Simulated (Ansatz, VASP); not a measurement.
# ScAl3N4 in VASP and in Ansatz

```
Sc Al N
1.0
     4.75222    0.00000    0.00000
     0.00000    4.75222    0.00000
     0.00000    0.00000    4.75222
Sc Al N
1 3 4
Direct
  0.00000 0.00000 0.00000
  0.50000 0.00000 0.00000
  0.00000 0.50000 0.00000
  0.00000 0.00000 0.50000
  0.00000 0.50000 0.50000
  0.50000 0.00000 0.50000
  0.50000 0.50000 0.00000
  0.50000 0.50000 0.50000
```

Alike in both runs: functional PBE; k mesh 3 × 3 × 3; occupations gaussian, width 0.15 eV; no spin polarisation.

Ansatz relaxed the structure, and its values are those at the end. VASP's run is a single point on that final structure, the one shown.

|  | VASP | Ansatz |
| --- | --- | --- |
| version | VASP 6.6.1 | Ansatz 0.2.0 |
| potentials or method | VASP PAW PBE potentials, release 64 (Sc_sv, Al, N), cutoff 600 eV | scalar-relativistic, plane waves, PAW |
| valence electrons in the cell | 40 | 40 |

Ansatz gave:

- gap on the k mesh at the Fermi level (eV): none
- pressure (GPa): 0.1

Question: Estimate VASP's values.

Answer: gap on the k mesh at the Fermi level (eV): none; pressure (GPa): -0.1.

A gap of «none» marks a metal or a gap that the smearing closes.

The k mesh is coarse, so the values compare programs but aren't converged.
